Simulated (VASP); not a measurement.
# SrO (Fm-3m) in VASP: notebook

Aim: see how the results for SrO move with the level of theory and the settings. Levels: HSE06, PBE, r2SCAN. Tasks: single point, relaxation of cell and atoms.

All numbers are computed with VASP 6.6.1; they aren't measurements. Logs are shortened: lines on timing, memory, paths and dates and some standing lists are left out, and cuts for length are marked.

### 1 The cell of the first run

Symmetry: Fm-3m, No. 225, cubic system. Conventional cell: a = 5.154 Å, b = 5.154 Å, c = 5.154 Å, α = 90.00°, β = 90.00°, γ = 90.00°. Within 3.4 Å of Sr (site symmetry m-3m) lie 6 O at 2.58 Å. Within 3.4 Å of O (site symmetry m-3m) lie 6 Sr at 2.58 Å.

### 2 Single point, HSE06

Input file POSCAR:

```
SrO
1.0
    0.0000000000      2.5769273202      2.5769273202
    2.5769273202      0.0000000000      2.5769273202
    2.5769273202      2.5769273202      0.0000000000
Sr O
1 1
Direct
    0.0000000000      0.0000000000      0.0000000000
    0.5000000000      0.5000000000      0.5000000000
```

Input file INCAR.step1:

```
SYSTEM = SrO
  ALGO = Normal
  EDIFF = 1E-5
  ENCUT = 520
  GGA = PE
  ISIF = 2
  ISMEAR = -1
  LASPH = .True.
  LCHARG = .False.
  LREAL = .False.
  LWAVE = .True.
  NBANDS = 15
  NELM = 100
  PREC = Accurate
  SIGMA = 0.02
```

Input file INCAR.step2:

```
SYSTEM = SrO
  ALGO = Normal
  EDIFF = 1E-7
  ENCUT = 520
  GGA = PE
  HFSCREEN = 0.2079
  ISIF = 2
  ISMEAR = -1
  ISTART = 1
  LASPH = .True.
  LCHARG = .False.
  LHFCALC = .True.
  LREAL = .False.
  LWAVE = .False.
  NBANDS = 15
  NELM = 100
  PREC = Accurate
  PRECFOCK = Normal
  SIGMA = 0.02
```

Input file KPOINTS:

```
k-points
0
Gamma
  6 6 6
  0 0 0
```

Potentials or basis: VASP PAW PBE potentials, release 64 (Sr_sv, O).

Started as:

```bash
$ cat potpaw_PBE.64/Sr_sv/POTCAR potpaw_PBE.64/O/POTCAR > POTCAR
$ cp INCAR.step1 INCAR
$ mpirun -np 1 vasp_std > vasp.out
$ cp INCAR.step2 INCAR
$ mpirun -np 1 vasp_std > vasp.out
```

OUTCAR:

```text
SYSTEM = SrO
   EDIFF = 1E-7
   ENCUT = 520
   GGA = PE
   HFSCREEN = 0.2079
   ISIF = 2
   ISMEAR = -1
   ISTART = 1
   LASPH = .True.
   LHFCALC = .True.
   LREAL = .False.
   NELM = 100
   PREC = Accurate
   PRECFOCK = Normal

 ion  position               nearest neighbor table
   1  0.000  0.000  0.000-   2 2.58   2 2.58   2 2.58   2 2.58   2 2.58   2 2.58
   2  0.500  0.500  0.500-   1 2.58   1 2.58   1 2.58   1 2.58   1 2.58   1 2.58

  LATTYP: Found a face centered cubic cell.
 ALAT       =     5.1538546404

  Lattice vectors:

 A1 = (   0.0000000000,   2.5769273202,   2.5769273202)
 A2 = (   2.5769273202,   0.0000000000,   2.5769273202)
 A3 = (   2.5769273202,   2.5769273202,   0.0000000000)

Analysis of symmetry for initial positions (statically):
=====================================================================
 Subroutine PRICEL returns:
 Original cell was already a primitive cell.

 Routine SETGRP: Setting up the symmetry group for a
 face centered cubic supercell.

 Subroutine GETGRP returns: Found 48 space group operations
 (whereof 48 operations were pure point group operations)
 out of a pool of 48 trial point group operations.

The static configuration has the point symmetry O_h .

Analysis of symmetry for dynamics (positions and initial velocities):
=====================================================================
 Subroutine PRICEL returns:
 Original cell was already a primitive cell.

 Routine SETGRP: Setting up the symmetry group for a
 face centered cubic supercell.

 Subroutine GETGRP returns: Found 48 space group operations
 (whereof 48 operations were pure point group operations)
 out of a pool of 48 trial point group operations.

The dynamic configuration has the point symmetry O_h .

 Subroutine INISYM returns: Found 48 space group operations
 (whereof 48 operations are pure point group operations),
 and found     1 'primitive' translations

----------------------------------------------------------------------------------------

                                     Primitive cell

  volume of cell :      34.2245

  direct lattice vectors                    reciprocal lattice vectors
     0.000000000  2.576927320  2.576927320    -0.194029531  0.194029531  0.194029531
     2.576927320  0.000000000  2.576927320     0.194029531 -0.194029531  0.194029531
     2.576927320  2.576927320  0.000000000     0.194029531  0.194029531 -0.194029531

  length of vectors
     3.644325565  3.644325565  3.644325565     0.336069006  0.336069006  0.336069006

  position of ions in fractional coordinates (direct lattice)
     0.000000000  0.000000000  0.000000000
     0.500000000  0.500000000  0.500000000

  ion indices of the primitive-cell ions
   primitive index   ion index
                 1           1
                 2           2

----------------------------------------------------------------------------------------

 KPOINTS: k-points

Automatic generation of k-mesh.
 Grid dimensions read from file:
 generate k-points for:    6    6    6

 Generating k-lattice:

  Cartesian coordinates                     Fractional coordinates (reciprocal lattice)
    -0.032338255  0.032338255  0.032338255     0.166666667  0.000000000  0.000000000
     0.032338255 -0.032338255  0.032338255     0.000000000  0.166666667  0.000000000
     0.032338255  0.032338255 -0.032338255     0.000000000  0.000000000  0.166666667

  Length of vectors
     0.056011501  0.056011501  0.056011501

  Shift w.r.t. Gamma in fractional coordinates (k-lattice)
     0.000000000  0.000000000  0.000000000

 Subroutine IBZKPT returns following result:
 ===========================================

 Found     16 irreducible k-points:

 Following reciprocal coordinates:
            Coordinates               Weight
  0.000000  0.000000  0.000000      1.000000
  0.166667  0.000000  0.000000      8.000000
  0.333333  0.000000  0.000000      8.000000
  0.500000  0.000000  0.000000      4.000000
  0.166667  0.166667  0.000000      6.000000
  0.333333  0.166667  0.000000     24.000000
[... 8 lines left out ...]
 -0.333333  0.333333  0.166667     24.000000
 -0.333333  0.500000  0.166667     12.000000
   k-points           NKPTS =     16   k-points in BZ     NKDIM =    216   number of bands    NBANDS=     15
   number of dos      NEDOS =    301   number of ions     NIONS =      2
   total plane-waves  NPLWV =  21952
   dimension x,y,z NGX =    28 NGY =   28 NGZ =   28
   dimension x,y,z NGXF=    56 NGYF=   56 NGZF=   56
   ions per type =               1   1
   NGX,Y,Z   is equivalent  to a cutoff of  12.77, 12.77, 12.77 a.u.
   NGXF,Y,Z  is equivalent  to a cutoff of  25.55, 25.55, 25.55 a.u.
 SYSTEM =  SrO
   PREC   = accura    normal or accurate (medium, high low for compatibility)
   ISTART =      1    job   : 0-new  1-cont  2-samecut
   ICHARG =      0    charge: 1-file 2-atom 10-const
   ISPIN  =      1    spin polarized calculation?
   LNONCOLLINEAR =      F non collinear calculations
   LSORBIT =      F    spin-orbit coupling
   LASPH  =      T    aspherical Exc in radial PAW
   ENCUT  =  520.0 eV  38.22 Ry    6.18 a.u.   6.78  6.78  6.78*2*pi/ulx,y,z
   NELM   =    100;   NELMIN=  2; NELMDL=  0     # of ELM steps
   EDIFF  = 0.1E-06   stopping-criterion for ELM
   LREAL  =      F    real-space projection
   EDIFFG = 0.1E-05   stopping-criterion for IOM
   NSW    =      0    number of steps for IOM
   IBRION =     -1    ionic relax: 0-MD 1-quasi-New 2-CG
   NFREE  =      0    steps in history (QN), initial steepest desc. (CG)
   ISIF   =      2    stress and relaxation
   ISYM   =      3    0-nonsym 1-usesym 2-fastsym
   POTIM  = 0.5000    time-step for ionic-motion
   TEBEG  =    0.0;   TEEND  =   0.0 temperature during run
   PSTRESS=    0.0 pullay stress
   NELECT =      16.0000    total number of electrons
   NUPDOWN=      -1.0000    fix difference up-down
   EMIN   =  10.00;   EMAX   =-10.00  energy-range for DOS
   EFERMI =   0.00;   METHOD = LEGACY
   ISMEAR =    -1;   SIGMA  =   0.02  broadening in eV -4-tet -1-fermi 0-gaus
   EFERMI_NEDOS =   21; number of points for ismear=-14 and -15
   IALGO  =     38    algorithm
   IMIX   =      1    mixing-type and parameters
     AMIX     =   0.40;   BMIX     =  1.00
     AMIX_MAG =   1.60;   BMIX_MAG =  1.00
  volume/ion in A,a.u.               =      17.11       115.48
  Fermi-wavevector in a.u.,A,eV,Ry     =   1.270582  2.401052 21.964950  1.614378
  Thomas-Fermi vector in A             =   2.403561
   LORBIT       =      0    0 simple, 1 ext, 2 COOP (PROOUT), +10 PAW based schemes
   GGA     = PE    functional components
   LHFCALC =     T    Hartree Fock is set to
   PRECFOCK=normal    Normal, Fast or Accurate (Low or Medium for compatibility)
   ENCUT4O =  -1.0   cutoff for four orbital integrals eV
   NKREDX  =     1    reduce k-point grid by
   NKREDY  =     1    reduce k-point grid by
   NKREDZ  =     1    reduce k-point grid by
   AEXX    =    0.2500 exact exchange contribution
   HFSCREEN=    0.2079 screening length (either q_TF or 0.3 A-1)
   HFSCREENC=   0.2079 screening length for correlation (either q_TF or 0.3 A-1)
   ENCUTFOCK=  -1.0 apply spherical cutoff to Coloumb kernel
   IVDW    =     0    specifies the selected vdW correction
   LEPSILON=     F    determine dielectric tensor
   LRPA    =     F    only Hartree local field effects (RPA)
 non-spin polarized calculation
  energy-cutoff  :      520.00
  volume of cell :       34.22
 maximum number of plane-waves:       941
  NGX = 24; NGY = 24; NGZ = 24

 number of electron      15.9999997 magnetization

 Free energy of the ion-electron system (eV)
  ---------------------------------------------------
  ext. energy  EPLUGINS =         0.00000000
  ---------------------------------------------------
  free energy    TOTEN  =       -14.18327139 eV

  energy without entropy =      -14.18327139  energy(sigma->0) =      -14.18327139

 E-fermi :   1.1270     XC(G=0):  -8.2388

 val. band max:        0.5667637225   @ k =   0.0000   0.0000   0.0000
 cond. band min:       5.3096057632   @ k =   0.5000   0.5000   0.0000
 fundamental gap:      4.7428420407
 Fermi energy:         1.1269560031

 k-point     1 :       0.0000    0.0000    0.0000
  band No.  band energies     occupation
      1     -33.7878      2.00000
      2     -15.9870      2.00000
      3     -14.1443      2.00000
      4     -14.1443      2.00000
      5     -14.1443      2.00000
      6       0.5668      2.00000
      7       0.5668      2.00000
      8       0.5668      2.00000
      9       5.9813      0.00000
     10       8.4208      0.00000
     11       8.4208      0.00000
     12       8.4208      0.00000
     13      10.6558      0.00000
     14      10.6558      0.00000
     15      14.8148      0.00000

 k-point     2 :       0.1667    0.0000    0.0000
  band No.  band energies     occupation
      1     -33.7522      2.00000
      2     -16.4144      2.00000
      3     -14.1633      2.00000
      4     -14.1633      2.00000
      5     -13.7956      2.00000
      6      -0.1528      2.00000
      7       0.2307      2.00000
      8       0.2307      2.00000
      9       7.1513      0.00000
     10       8.1880      0.00000
     11       8.9813      0.00000
     12       8.9813      0.00000
     13      11.3946      0.00000
     14      11.3946      0.00000
     15      16.5475      0.00000
[... 221 lines left out ...]
      3     -14.6942      2.00000
      4     -14.5622      2.00000
      5     -13.6265      2.00000
      6      -0.8255      2.00000
      7      -0.1461      2.00000
      8      -0.0797      2.00000
      9       8.3862      0.00000
     10       8.4993      0.00000
     11      11.3103      0.00000
     12      12.5276      0.00000
     13      13.9721      0.00000
     14      15.3717      0.00000
     15      16.1204      0.00000

 k-point    16 :      -0.3333    0.5000    0.1667
  band No.  band energies     occupation
      1     -33.6008      2.00000
      2     -16.3999      2.00000
      3     -14.9933      2.00000
      4     -14.6854      2.00000
      5     -13.8832      2.00000
      6      -0.3680      2.00000
      7       0.0577      2.00000
      8       0.2134      2.00000
      9       6.7363      0.00000
     10       9.8237      0.00000
     11      10.7682      0.00000
     12      13.4744      0.00000
     13      13.5912      0.00000
     14      15.3281      0.00000
     15      15.9204      0.00000

------------------------ aborting loop because EDIFF is reached ----------------------------------------

  FORCE on cell =-STRESS in cart. coord.  units (eV):
  Direction    XX          YY          ZZ          XY          YZ          ZX
  --------------------------------------------------------------------------------------
  -------------------------------------------------------------------------------------
  Total        0.1128737      0.1128737      0.1128737      0.0000000     -0.0000000      0.0000000
  in kB        5.2840506      5.2840506      5.2840506      0.0000000     -0.0000000      0.0000000
  external PRESSURE =       5.2840506 kB  Pullay stress =       0.0000000 kB

 VOLUME and BASIS-vectors are now :
 -----------------------------------------------------------------------------
  energy-cutoff  :      520.00
  volume of cell :       34.22
      direct lattice vectors                 reciprocal lattice vectors
     0.000000000  2.576927320  2.576927320    -0.194029531  0.194029531  0.194029531
     2.576927320  0.000000000  2.576927320     0.194029531 -0.194029531  0.194029531
     2.576927320  2.576927320  0.000000000     0.194029531  0.194029531 -0.194029531

 POSITION                                       TOTAL-FORCE (eV/Angst)
 -----------------------------------------------------------------------------------
      0.00000      0.00000      0.00000         0.000000      0.000000      0.000000
      2.57693      2.57693      2.57693        -0.000000     -0.000000     -0.000000
 -----------------------------------------------------------------------------------
    total drift:                                0.000000      0.000000      0.000000

  FREE ENERGIE OF THE ION-ELECTRON SYSTEM (eV)
  ---------------------------------------------------
  free  energy   TOTEN  =       -14.1832713890 eV

  energy  without entropy=      -14.1832713890  energy(sigma->0) =      -14.18327139
```

It took 39 min on 1 thread of AMD EPYC 7R13 (Zen 3), shared host; peak memory 0.24 GiB.

What came out:

- Free energy: -14.1833 eV
- Pressure: 0.5 GPa
- Band gap on the k mesh: 4.74 eV (least direct gap 4.85 eV)

Caveat: the PAW data sets were made with another functional, which shifts forces and pressure a little.

[end of part 1 of 2]
